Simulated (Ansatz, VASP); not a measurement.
**Two plane-wave programs on InAs**

```
In As
1.0
     0.00000    3.24254    2.70302
     2.70302    0.00000    2.70302
     2.70302    3.24254    0.00000
In As
1 1
Direct
  0.00000 0.00000 0.00000
  0.75000 0.75000 0.75000
```

Alike in both runs: task single point; functional PBEsol; k mesh 14 × 14 × 14; occupations gaussian, width 0.15 eV; no spin polarisation.

```csv
,VASP,Ansatz
version,VASP 6.6.1,Ansatz 0.2.0
potentials or method,"VASP PAW PBE potentials, release 64 (In_d, As), cutoff 520 eV","scalar-relativistic, plane waves, PAW"
valence electrons in the cell,18,28
```

VASP gave:

| Quantity | Value |
| --- | --- |
| gap on the k mesh at the Fermi level (eV) | none |
| pressure (GPa) | 13.5 |
| traceless stress, the component that is largest in VASP (GPa) | -5.35 |

Question: Estimate Ansatz's values.

Answer: gap on the k mesh at the Fermi level (eV): none; pressure (GPa): 13.4; traceless stress, the component that is largest in VASP (GPa): -5.36.

VASP's potentials were made for PBE, not for PBEsol, and Ansatz warns of the same on its side. A gap of «none» marks a metal or a gap that the smearing closes. With one functional, cell and mesh, what is left measures potentials, basis and numerics. VASP's potentials hold 18 valence electrons a cell and Ansatz's 28, so a difference there can come from the potentials and not from the codes.
